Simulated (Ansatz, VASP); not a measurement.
One calculation of Ir, two programs

```
Ir
1.0
     0.00000    1.91970    2.02048
     1.91970    0.00000    2.02048
     1.91970    1.91970    0.00000
Ir
1
Cartesian
  0.0000 0.0000 0.0000
```

Change from the starting cell: strain +0.0525 x Voigt [0, 0, 1, 0, 0, 0], atoms carried along.

Alike in both runs: task single point; functional LDA; k mesh 8 × 8 × 8; occupations gaussian, width 0.15 eV; no spin polarisation.

|  | VASP | Ansatz |
| --- | --- | --- |
| version | VASP 6.6.1 | Ansatz 0.2.0 |
| potentials or method | VASP PAW LDA potentials, release 64 (Ir), cutoff 520 eV | scalar-relativistic, plane waves, PAW |
| valence electrons in the cell | 9 | 17 |

```tsv
	VASP	Ansatz	Ansatz less VASP
gap on the k mesh at the Fermi level (eV)	none	none	-
pressure (GPa)	-21.3	-22.8	-1.55
traceless stress, the component that is largest in VASP (GPa)	-10.31	-10.37	-0.063
```

LDA's correlation is that of Perdew and Zunger in VASP and of Perdew and Wang (1992) in Ansatz. A gap of «none» marks a metal or a gap that the smearing closes. VASP's potentials hold 9 valence electrons a cell and Ansatz's 17, so a difference there can come from the potentials and not from the codes.

Neither program's run includes spin-orbit coupling.
